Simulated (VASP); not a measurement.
Input of a VASP 6.6.1 run:

File INCAR:

```
SYSTEM = Co
PREC = Accurate
ENCUT = 520
EDIFF = 1E-7
ISMEAR = 0
SIGMA = 0.05
LREAL = .False.
LASPH = .True.
NELM = 150
ALGO = Normal
ISIF = 2
LWAVE = .False.
LCHARG = .False.
ISPIN = 2
MAGMOM = 1.5 -1.5
LORBIT = 11
LMAXMIX = 4
GGA = PE
NBANDS = 20
```

The input KPOINTS:

```
Automatic mesh
0
Gamma
  20 20 10
  0 0 0
```

Contents of POSCAR:

```
Co
1.0
    0.0000000000      1.7600388120      1.7600388120
    1.7600388120      0.0000000000      1.7600388120
    3.5200776240      3.5200776240      0.0000000000
Co
2
Direct
    0.0000000000      0.0000000000      0.0000000000
    0.0000000000      0.0000000000      0.5000000000
```

Potentials or basis: VASP PAW PBE potentials, release 64 (Co).

Launch:

```console
$ cat potpaw_PBE.64/Co/POTCAR > POTCAR
$ mpirun -np 1 vasp_std > vasp.out
```

(1) What does it give for the pressure?

(2) Estimate the net moment.

Answers

(1) -7.7 GPa.

(2) 0.00 μB per cell.
